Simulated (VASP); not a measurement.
Input of a VASP 6.6.1 run:

File INCAR:

```
SYSTEM = SiC
PREC = Accurate ; ENCUT = 600
EDIFF = 1E-6 ; ISMEAR = 0
SIGMA = 0.02 ; LREAL = .FALSE.
LASPH = .TRUE. ; NELM = 80
ALGO = Normal ; ISIF = 3
LWAVE = .FALSE. ; LCHARG = .FALSE.
GGA = PE ; IBRION = 2
NSW = 100 ; EDIFFG = -0.01
```

Contents of KPOINTS:

```
regular mesh
0
G
  6 6 10
  0 0 0
```

POSCAR

```
SiC
1.0
    5.3221320272      0.0000000000      0.0000000000
    0.0000000000      5.3221320272      0.0000000000
    0.0000000000      0.0000000000      3.0931216103
Si C
4 4
Direct
    0.6755914987      0.6755914987      0.0000000000
    0.8244085013      0.1755914987      0.5000000000
    0.3244085013      0.3244085013      0.0000000000
    0.1755914987      0.8244085013      0.5000000000
    0.8154227395      0.8154227395      0.5000000000
    0.6845772605      0.3154227395      0.0000000000
    0.1845772605      0.1845772605      0.5000000000
    0.3154227395      0.6845772605      0.0000000000
```

Potentials or basis: VASP PAW PBE potentials, release 64 (Si, C).

The run is started by

```console
$ cat potpaw_PBE.64/Si/POTCAR potpaw_PBE.64/C/POTCAR > POTCAR
$ mpirun -np 1 vasp_std > vasp.out
```

Question: Predict the relaxed volume.

Answer: 10.94 Å³/atom.

Question: What does it give for the space group after relaxing (to 0.1 Å)?

Answer: P4_2/mnm (No. 136).

Final structure:
```
Si C
1.0
     5.32138    0.00000    0.00000
     0.00000    5.32138    0.00000
     0.00000    0.00000    3.09185
Si C
4 4
Cartesian
  3.5951 3.5951 0.0000
  4.3869 0.9344 1.5459
  1.7262 1.7262 0.0000
  0.9344 4.3869 1.5459
  4.3391 4.3391 1.5459
  3.6430 1.6784 0.0000
  0.9823 0.9823 1.5459
  1.6784 3.6430 0.0000
```
